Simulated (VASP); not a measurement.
# MgGeSe3 (R-3c) in VASP: notebook, part 2 of 2

VASP 6.6.1.

### 4 Single point, PBE

This run uses another cell than the first one, of 23.35 Å³/atom, 1.129 times its volume.

File INCAR:

```
SYSTEM = MgGeSe3
PREC = Accurate
ENCUT = 520
EDIFF = 1E-6
ISMEAR = 0
SIGMA = 0.1
LREAL = .False.
LASPH = .True.
NELM = 60
ALGO = Normal
ISIF = 2
LWAVE = .False.
LCHARG = .False.
GGA = PE
NBANDS = 45
```

File KPOINTS:

```
regular mesh
0
Gamma
  6 6 6
  0 0 0
```

File POSCAR:

```
MgGeSe3
1.0
    3.4858840112      2.0125760722      5.5471523522
   -3.4858840112      2.0125760722      5.5471523522
    0.0000000000     -4.0251521445      5.5471523522
Mg Ge Se
2 2 6
Direct
    0.7500000000      0.7500000000      0.7500000000
    0.2500000000      0.2500000000      0.2500000000
    0.5000000000      0.5000000000      0.5000000000
    0.0000000000      0.0000000000      0.0000000000
    0.8774289068      0.2500000000      0.6225710932
    0.6225710932      0.8774289068      0.2500000000
    0.2500000000      0.6225710932      0.8774289068
    0.1225710932      0.7500000000      0.3774289068
    0.3774289068      0.1225710932      0.7500000000
    0.7500000000      0.3774289068      0.1225710932
```

Potentials or basis: VASP PAW PBE potentials, release 64 (Mg, Ge_d, Se).

Launch:

```sh
$ cat potpaw_PBE.64/Mg/POTCAR potpaw_PBE.64/Ge_d/POTCAR potpaw_PBE.64/Se/POTCAR > POTCAR
$ mpirun -np 1 vasp_std > vasp.out
```

OUTCAR:

```text
SYSTEM = MgGeSe3
   PREC = Accurate
   ENCUT = 520
   EDIFF = 1E-6
   ISMEAR = 0
   LREAL = .False.
   LASPH = .True.
   NELM = 60
   ISIF = 2
   GGA = PE

 ion  position               nearest neighbor table
   1  0.750  0.750  0.750-   9 2.60   8 2.60  10 2.60
   2  0.250  0.250  0.250-   6 2.60   5 2.60   7 2.60
   3  0.500  0.500  0.500-   6 2.60   9 2.60   8 2.60   5 2.60   7 2.60  10 2.60
   4  0.000  0.000  0.000-   6 2.60   9 2.60   7 2.60  10 2.60   5 2.60   8 2.60
   5  0.877  0.250  0.623-   2 2.60   3 2.60   4 2.60
   6  0.623  0.877  0.250-   2 2.60   3 2.60   4 2.60
   7  0.250  0.623  0.877-   2 2.60   4 2.60   3 2.60
   8  0.123  0.750  0.377-   1 2.60   3 2.60   4 2.60
   9  0.377  0.123  0.750-   1 2.60   3 2.60   4 2.60
  10  0.750  0.377  0.123-   1 2.60   4 2.60   3 2.60

  LATTYP: Found a trigonal (rhomboedric) cell.
 ALAT       =     6.8536668291
 COS(alpha) =     0.4826197062

  Lattice vectors:

 A1 = (   3.4858840112,   2.0125760722,   5.5471523522)
 A2 = (  -3.4858840112,   2.0125760722,   5.5471523522)
 A3 = (   0.0000000000,  -4.0251521445,   5.5471523522)

Analysis of symmetry for initial positions (statically):
=====================================================================
 Subroutine PRICEL returns:
 Original cell was already a primitive cell.

 Routine SETGRP: Setting up the symmetry group for a
 trigonal (rhombohedral) supercell.

 Subroutine GETGRP returns: Found 12 space group operations
 (whereof  6 operations were pure point group operations)
 out of a pool of 12 trial point group operations.

The static configuration has the point symmetry S_6 .
 The point group associated with its full space group is D_3d.

Analysis of symmetry for dynamics (positions and initial velocities):
=====================================================================
 Subroutine PRICEL returns:
 Original cell was already a primitive cell.

 Routine SETGRP: Setting up the symmetry group for a
 trigonal (rhombohedral) supercell.

 Subroutine GETGRP returns: Found 12 space group operations
 (whereof  6 operations were pure point group operations)
 out of a pool of 12 trial point group operations.

The dynamic configuration has the point symmetry S_6 .
 The point group associated with its full space group is D_3d.

 Subroutine INISYM returns: Found 12 space group operations
 (whereof  6 operations are pure point group operations),
 and found     1 'primitive' translations

----------------------------------------------------------------------------------------

                                     Primitive cell

  volume of cell :     233.4998

  direct lattice vectors                    reciprocal lattice vectors
     3.485884011  2.012576072  5.547152352     0.143435639  0.082812605  0.060090892
    -3.485884011  2.012576072  5.547152352    -0.143435639  0.082812605  0.060090892
     0.000000000 -4.025152144  5.547152352     0.000000000 -0.165625209  0.060090892

  length of vectors
     6.853666829  6.853666829  6.853666829     0.176189175  0.176189175  0.176189175

  position of ions in fractional coordinates (direct lattice)
     0.750000000  0.750000000  0.750000000
     0.250000000  0.250000000  0.250000000
     0.500000000  0.500000000  0.500000000
[... 52 lines left out ...]
  0.500000 -0.000000 -0.000000      3.000000
  0.166667  0.166667  0.000000      6.000000
  0.333333  0.166667 -0.000000     12.000000
[... 16 lines left out ...]
  0.500000  0.500000  0.166667      6.000000
 -0.333333  0.500000  0.166667     12.000000
 [... further k-points ...]
   k-points           NKPTS =     32   k-points in BZ     NKDIM =     32   number of bands    NBANDS=     45
   number of dos      NEDOS =    301   number of ions     NIONS =     10
   total plane-waves  NPLWV = 157464
   dimension x,y,z NGX =    54 NGY =   54 NGZ =   54
   dimension x,y,z NGXF=   108 NGYF=  108 NGZF=  108
   ions per type =               2   2   6
   NGX,Y,Z   is equivalent  to a cutoff of  13.10, 13.10, 13.10 a.u.
   NGXF,Y,Z  is equivalent  to a cutoff of  26.20, 26.20, 26.20 a.u.
 SYSTEM =  MgGeSe3
   PREC   = accura    normal or accurate (medium, high low for compatibility)
   ISTART =      0    job   : 0-new  1-cont  2-samecut
   ICHARG =      2    charge: 1-file 2-atom 10-const
   ISPIN  =      1    spin polarized calculation?
   LNONCOLLINEAR =      F non collinear calculations
   LSORBIT =      F    spin-orbit coupling
   LASPH  =      T    aspherical Exc in radial PAW
   ENCUT  =  520.0 eV  38.22 Ry    6.18 a.u.  12.74 12.74 12.74*2*pi/ulx,y,z
   NELM   =     60;   NELMIN=  2; NELMDL= -5     # of ELM steps
   EDIFF  = 0.1E-05   stopping-criterion for ELM
   LREAL  =      F    real-space projection
   EDIFFG = 0.1E-04   stopping-criterion for IOM
   NSW    =      0    number of steps for IOM
   IBRION =     -1    ionic relax: 0-MD 1-quasi-New 2-CG
   NFREE  =      0    steps in history (QN), initial steepest desc. (CG)
   ISIF   =      2    stress and relaxation
   ISYM   =      2    0-nonsym 1-usesym 2-fastsym
   POTIM  = 0.5000    time-step for ionic-motion
   TEBEG  =    0.0;   TEEND  =   0.0 temperature during run
   PSTRESS=    0.0 pullay stress
   NELECT =      68.0000    total number of electrons
   NUPDOWN=      -1.0000    fix difference up-down
   EMIN   =  10.00;   EMAX   =-10.00  energy-range for DOS
   EFERMI =   0.00;   METHOD = LEGACY
   ISMEAR =     0;   SIGMA  =   0.10  broadening in eV -4-tet -1-fermi 0-gaus
   EFERMI_NEDOS =   21; number of points for ismear=-14 and -15
   IALGO  =     38    algorithm
   IMIX   =      4    mixing-type and parameters
     AMIX     =   0.40;   BMIX     =  1.00
     AMIX_MAG =   1.60;   BMIX_MAG =  1.00
  volume/ion in A,a.u.               =      23.35       157.57
  Fermi-wavevector in a.u.,A,eV,Ry     =   1.085131  2.050601 16.020994  1.177510
  Thomas-Fermi vector in A             =   2.221238
   LORBIT       =      0    0 simple, 1 ext, 2 COOP (PROOUT), +10 PAW based schemes
   GGA     = PE    functional components
   LHFCALC =     F    Hartree Fock is set to
   AEXX    =    0.0000 exact exchange contribution
   IVDW    =     0    specifies the selected vdW correction
   LEPSILON=     F    determine dielectric tensor
   LRPA    =     F    only Hartree local field effects (RPA)
 non-spin polarized calculation
 Gauss-broadening in eV      SIGMA  =   0.10
  energy-cutoff  :      520.00
  volume of cell :      233.50
 maximum number of plane-waves:      6308
 NGX is ok and might be reduce to    54
   NGX = 25   NGY = 25   NGZ = 25

 number of electron      67.9999989 magnetization

 Free energy of the ion-electron system (eV)
  ---------------------------------------------------
  ext. energy  EPLUGINS =         0.00000000
  ---------------------------------------------------
  free energy    TOTEN  =       -36.49372089 eV

  energy without entropy =      -36.48112620  energy(sigma->0) =      -36.48742354

 E-fermi :   3.3736     XC(G=0):  -9.4003

 val. band max:        3.3558859901   @ k =   0.3333   0.0000  -0.0000
 cond. band min:       3.3806928644   @ k =  -0.3333   0.1667   0.1667
 fundamental gap:      0.0248068743
 Fermi energy:         3.3735533563

 k-point     1 :       0.0000    0.0000    0.0000
  band No.  band energies     occupation
      1     -21.7267      2.00000
      2     -21.7267      2.00000
      3     -21.7231      2.00000
      4     -21.7231      2.00000
      5     -21.7060      2.00000
      6     -21.7055      2.00000
[... 1141 lines left out ...]
     44       8.8569      0.00000
     45       9.2536      0.00000

 [... further k-points ...]
[... 5 lines left out ...]
  --------------------------------------------------------------------------------------
  -------------------------------------------------------------------------------------
  Total        0.0067024      0.0067024      0.0282690      0.0000000     -0.0000000     -0.0000000
  in kB        0.0459888      0.0459888      0.1939700      0.0000000     -0.0000000     -0.0000000
  external PRESSURE =       0.0953159 kB  Pullay stress =       0.0000000 kB

 VOLUME and BASIS-vectors are now :
 -----------------------------------------------------------------------------
  energy-cutoff  :      520.00
  volume of cell :      233.50
      direct lattice vectors                 reciprocal lattice vectors
     3.485884011  2.012576072  5.547152352     0.143435639  0.082812605  0.060090892
    -3.485884011  2.012576072  5.547152352    -0.143435639  0.082812605  0.060090892
     0.000000000 -4.025152144  5.547152352     0.000000000 -0.165625209  0.060090892

 POSITION                                       TOTAL-FORCE (eV/Angst)
 -----------------------------------------------------------------------------------
      0.00000     -0.00000     12.48109         0.000000     -0.000000     -0.000000
      0.00000     -0.00000      4.16036         0.000000     -0.000000     -0.000000
      0.00000     -0.00000      8.32073         0.000000     -0.000000     -0.000000
      0.00000      0.00000      0.00000         0.000000     -0.000000     -0.000000
      2.18714     -0.23691      9.70752         0.004601      0.007970     -0.000000
     -0.88840      2.01258      9.70752        -0.009203     -0.000000     -0.000000
     -1.29874     -1.77567      9.70752         0.004601     -0.007970     -0.000000
     -2.18714      0.23691      6.93394        -0.004601     -0.007970     -0.000000
      0.88840     -2.01258      6.93394         0.009203     -0.000000      0.000000
      1.29874      1.77567      6.93394        -0.004601      0.007970     -0.000000
 -----------------------------------------------------------------------------------
    total drift:                                0.000000     -0.000000      0.000000

  FREE ENERGIE OF THE ION-ELECTRON SYSTEM (eV)
  ---------------------------------------------------
  free  energy   TOTEN  =       -36.4937208853 eV

  energy  without entropy=      -36.4811261952  energy(sigma->0) =      -36.48742354
```

Wall time 7.2 min (1 thread of Oxide Virtual Turin-like, shared host); peak memory 0.56 GiB.

What came out:

```yaml
Free_energy: -36.4937 eV
Pressure: 0.0 GPa
Largest_force: 0.009 eV/Å
Band_gap_on_the_k_mesh: zero (band 34 reaches 3.40 eV, above the bottom of band 35 at 3.32 eV)
```

Forces in eV/Å, atoms in the order of the input:
```
Mg   0.000  0.000  0.000
Mg   0.000  0.000  0.000
Ge   0.000  0.000  0.000
Ge   0.000  0.000  0.000
Se   0.005  0.008  0.000
Se  -0.009  0.000  0.000
Se   0.005 -0.008  0.000
Se  -0.005 -0.008  0.000
Se   0.009  0.000  0.000
Se  -0.005  0.008  0.000
```

### 5 Relaxation of cell and atoms, PBE

File INCAR:

```
PREC = Accurate
ENCUT = 600
EDIFF = 1E-6
ISMEAR = 0
SIGMA = 0.1
LREAL = False
LASPH = True
NELM = 100
ALGO = Normal
ISIF = 3
LWAVE = False
LCHARG = False
GGA = PE
IBRION = 2
NSW = 90
EDIFFG = -0.04
```

File KPOINTS:

```
Automatic mesh
0
Gamma
  4 4 4
```

File POSCAR:

```
MgGeSe3
1.0
    3.3186212600      1.9160068800      5.4192858300
   -3.3186212600      1.9160068800      5.4192858300
    0.0000000000     -3.8320137600      5.4192858300
Mg Ge Se
2 2 6
Direct
    0.7500000000      0.7500000000      0.7500000000
    0.2500000000      0.2500000000      0.2500000000
    0.5000000000      0.5000000000      0.5000000000
    0.0000000000      0.0000000000      0.0000000000
    0.7950468900      0.2500000000      0.7049531100
    0.7049531100      0.7950468900      0.2500000000
    0.2500000000      0.7049531100      0.7950468900
    0.2049531100      0.7500000000      0.2950468900
    0.2950468900      0.2049531100      0.7500000000
    0.7500000000      0.2950468900      0.2049531100
```

Launch:

```sh
$ cat potpaw_PBE.64/Mg/POTCAR potpaw_PBE.64/Ge_d/POTCAR potpaw_PBE.64/Se/POTCAR > POTCAR
$ mpirun -np 1 vasp_std > vasp.out
```

Wall time 38 min (1 thread of Oxide Virtual Turin-like, shared host); peak memory 0.48 GiB.

Results (log left out):

- Free energy: -36.4975 eV
- Relaxed volume: 23.37 Å³/atom
- Relaxed cell: a = 6.850 Å, b = 6.850 Å, c = 6.850 Å, α = 61.26°, β = 61.26°, γ = 61.26°
- Space group after relaxing (to 0.05 Å): R-3c (No. 167)
- Energy gained by relaxing: 454.9 meV/atom
- Ionic steps: 15
- Pressure after relaxing: 0.0 GPa
- Largest force after relaxing: 0.011 eV/Å
- Band gap on the k mesh: zero (band 34 reaches 3.34 eV, above the bottom of band 35 at 3.31 eV)

Forces in eV/Å, atoms in the order of the input:
```
Mg   0.000  0.000  0.000
Mg   0.000  0.000  0.000
Ge   0.000  0.000  0.000
Ge   0.000  0.000  0.000
Se  -0.006 -0.010  0.000
Se   0.011  0.000  0.000
Se  -0.006  0.010  0.000
Se   0.006  0.010  0.000
Se  -0.011  0.000  0.000
Se   0.006 -0.010  0.000
```

The path:
```
step  energy change (eV)  largest force (eV/Å)  pressure (GPa)  volume (Å³)
   1              0.0000                1.4099           13.48       206.75
   2             -1.6727                0.9799           -3.37       263.28
   3             -1.7694                1.0663           -1.12       250.04
   4             -2.1469                1.1265           -1.18       248.59
   5             -3.2936                1.0830           -1.29       244.20
   6             -4.1589                0.4729            1.62       235.19
   7             -4.2452                0.4432           -0.32       238.67
   8             -4.3024                0.1838            0.18       237.47
   9             -4.4994                0.0597           -0.52       238.45
  10             -4.5156                0.1361           -0.63       238.63
  11             -4.5164                0.1522           -0.67       238.67
  12             -4.5360                0.0754            0.98       229.97
  13             -4.5418                0.1021            0.44       232.70
  14             -4.5450                0.0526           -0.28       234.45
  15             -4.5491                0.0115            0.00       233.69
```

Final structure:
```xyz
10
Lattice="3.4898 2.0148 5.5393 -3.4898 2.0148 5.5393 0.0000 -4.0297 5.5393" Properties=species:S:1:pos:R:3 pbc="T T T"
Mg    0.0000    0.0000   12.4634
Mg    0.0000    0.0000    4.1545
Ge    0.0000    0.0000    8.3089
Ge    0.0000    0.0000    0.0000
Se    2.1920   -0.2329    9.6937
Se   -0.8943    2.0148    9.6937
Se   -1.2978   -1.7819    9.6937
Se   -2.1920    0.2329    6.9241
Se    0.8943   -2.0148    6.9241
Se    1.2978    1.7819    6.9241
```

Levels at points of the mesh, in eV from the Fermi level:
```tsv
k point	band 31	band 32	band 33	band 34	band 35	band 36	band 37	band 38
(0.00, 0.00, 0.00)	-0.43	-0.43	-0.40	-0.40	0.38	1.73	2.67	2.77
(0.50, 0.00, 0.00)	-1.02	-1.02	-0.12	-0.12	0.39	0.39	3.51	3.51
(0.50, 0.50, 0.50)	-0.80	-0.80	-0.80	-0.80	-0.03	-0.03	3.69	3.69
(0.50, 0.50, 0.00)	-1.13	-0.87	-0.39	-0.32	0.65	0.90	2.29	3.00
```

### 6 Summary

| task | cell | k mesh | cutoff (eV) | gap on the mesh (eV) | pressure (GPa) | largest force (eV/Å) |
| --- | --- | --- | --- | --- | --- | --- |
| single point | a = 6.637 Å, angles 60.0°, 10 atoms | 4 × 4 × 4 | 520 | none | 13.5 | 1.41 |
| single point | a = 6.866 Å, angles 61.0°, 10 atoms | 4 × 4 × 4 | 520 | none | -0.1 | - |
| single point | a = 6.854 Å, angles 61.1°, 10 atoms | 6 × 6 × 6 | 520 | none | 0.0 | 0.01 |
| relaxation of cell and atoms | relaxed from a = 6.637 Å, angles 60.0°, 10 atoms | 4 × 4 × 4 | 600 | none | 0.0 | 0.01 |

Alike in all rows: level PBE; potentials or basis VASP PAW PBE potentials, release 64 (Mg, Ge_d, Se); no spin polarisation; smearing gaussian 0.1 eV.

Caveats: forces of over 1 eV/Å act on the atoms, so gaps and moduli don't describe the material at rest (some runs).

Absolute energies hang on the potentials; compare differences alone.
